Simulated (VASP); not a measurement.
Hf2BeCl, 4 atoms in the cell. The structure is hexagonal, space group P-6m2 (No. 187). The conventional cell has a = 3.231 Å, b = 3.231 Å, c = 7.845 Å, α = 90.00°, β = 90.00°, γ = 120.00°. Within 3.5 Å of Hf (site symmetry 3m) lie 3 Be at 2.65 Å and 3 Cl at 2.76 Å and 6 Hf at 3.23 Å. Be (site symmetry -6m2) has 6 Hf at 2.65 Å and 6 Be at 3.23 Å within 3.5 Å. Within 3.6 Å of Cl (site symmetry -6m2) lie 6 Hf at 2.76 Å and 6 Cl at 3.23 Å. 

| Quantity | Value |
| --- | --- |
| Program | VASP 6.6.1 |
| Task | single point |
| Functional | PBE |
| Potentials or basis | VASP PAW PBE potentials, release 64 (Hf_pv, Be, Cl) |
| Cutoff | 520 eV |
| k mesh | 6 × 6 × 4 |
| Occupations | gaussian, width 0.1 eV |
| Spin | no spin polarisation |
| Dipole correction | no |
| Further INCAR settings | ALGO = Normal; EDIFF = 1e-07; NBANDS = 22 |

Potentials or basis: VASP PAW PBE potentials, release 64 (Hf_pv, Be, Cl).

Run with:

```bash
$ cat potpaw_PBE.64/Hf_pv/POTCAR potpaw_PBE.64/Be/POTCAR potpaw_PBE.64/Cl/POTCAR > POTCAR
$ mpirun -np 1 vasp_std > vasp.out
```

Hardware: 1 thread of Intel(R) Xeon(R) Platinum 8375C CPU @ 2.90GHz (Ice Lake), with other jobs on the host.

Task: Estimate the wall time of this run.

Result: Wall time 18 s on 1 thread of Intel(R) Xeon(R) Platinum 8375C CPU @ 2.90GHz (Ice Lake), with other jobs on the host, peak memory 0.19 GiB. Counts: scf iterations 15, k points 21.
